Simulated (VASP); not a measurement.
The system is HgTe (Coloradoite).

```xyz
2
Lattice="0.0000 3.2145 3.2145 3.2145 0.0000 3.2145 3.2145 3.2145 0.0000" Properties=species:S:1:pos:R:3 pbc="T T T"
Hg    0.0000    0.0000    0.0000
Te    4.8217    4.8217    4.8217
```

* Program: VASP 6.6.1
* Task: relaxation of cell and atoms
* Functional: RPBE
* Potentials or basis: VASP PAW PBE potentials, release 64 (Hg, Te)
* Cutoff: 600 eV
* k mesh: 7 × 7 × 7
* Occupations: fermi-dirac, width 0.05 eV
* Spin: no spin polarisation

At the start: pressure 6.4 GPa; volume 33.22 Å³/atom.

Q: How do energy, volume and symmetry change on relaxing?

A: Over 3 steps the energy falls by 92.0 meV/atom and the volume is 38.56 Å³/atom (+16.1 %); space group F-43m (No. 216, to 0.05 Å).

Step by step:
```
step  energy change (eV)  largest force (eV/Å)  pressure (GPa)  volume (Å³)
   1              0.0000                0.0000            6.37        66.43
   2             -0.1761                0.0000           -0.90        79.96
   3             -0.1841                0.0000            0.04        77.12
```

Final structure:
```yaml
crystal:
  lattice:
    - [0.00000, 3.37846, 3.37846]
    - [3.37846, 0.00000, 3.37846]
    - [3.37846, 3.37846, 0.00000]
  atoms:
    - { symbol: Hg, position: [0.00000, 0.00000, 0.00000] }
    - { symbol: Te, position: [0.75000, 0.75000, 0.75000] }
```

Caveat: the volume moved by over 15 % at a fixed basis, so the end points are rough; the PAW data sets were made with another functional, which shifts forces and pressure a little; the volume moved by +16 % from the deposited cell, more than functionals usually miss.
